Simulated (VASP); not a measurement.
A run of VASP 6.6.1 is set up as follows.

The input POSCAR:

```
Zr
1.0
    3.1851908634      0.0000000000      0.0000000000
   -1.5925954317      2.7584562036      0.0000000000
    0.0000000000      0.0000000000      5.0954299501
Zr
2
Direct
    0.6666666667      0.3333333333      0.7500000000
    0.3333333333      0.6666666667      0.2500000000
```

Contents of INCAR.step1:

```
SYSTEM = Zr
ALGO = Normal
EDIFF = 1E-4
ENCUT = 520
GGA = PE
ISMEAR = -1
LASPH = .TRUE.
LCHARG = .FALSE.
LREAL = .FALSE.
LWAVE = .TRUE.
NBANDS = 19
NELM = 80
PREC = Accurate
SIGMA = 0.05
```

The input INCAR.step2:

```
SYSTEM = Zr
ALGO = Normal
EDIFF = 1E-6
ENCUT = 520
ISIF = 2
ISMEAR = -1
ISTART = 1
LASPH = .TRUE.
LCHARG = .FALSE.
LMIXTAU = .TRUE.
LREAL = .FALSE.
LWAVE = .FALSE.
METAGGA = R2SCAN
NBANDS = 19
NELM = 80
PREC = Accurate
SIGMA = 0.05
```

The input KPOINTS:

```
k-points
0
G
  9 9 5
  0 0 0
```

Potentials or basis: VASP PAW PBE potentials, release 64 (Zr_sv).

Launch:

```bash
$ cat potpaw_PBE.64/Zr_sv/POTCAR > POTCAR
$ cp INCAR.step1 INCAR
$ mpirun -np 1 vasp_std > vasp.out
$ cp INCAR.step2 INCAR
$ mpirun -np 1 vasp_std > vasp.out
```

**Question.** Predict the pressure.

**Answer.** 5.0 GPa.

**Question.** Estimate the band gap on the k mesh.

**Answer.** Zero (bands 12 and 13 overlap by 1.31 eV).

Caveat: the cell stands under pressure; the PAW data sets were made with another functional, which shifts forces and pressure a little.
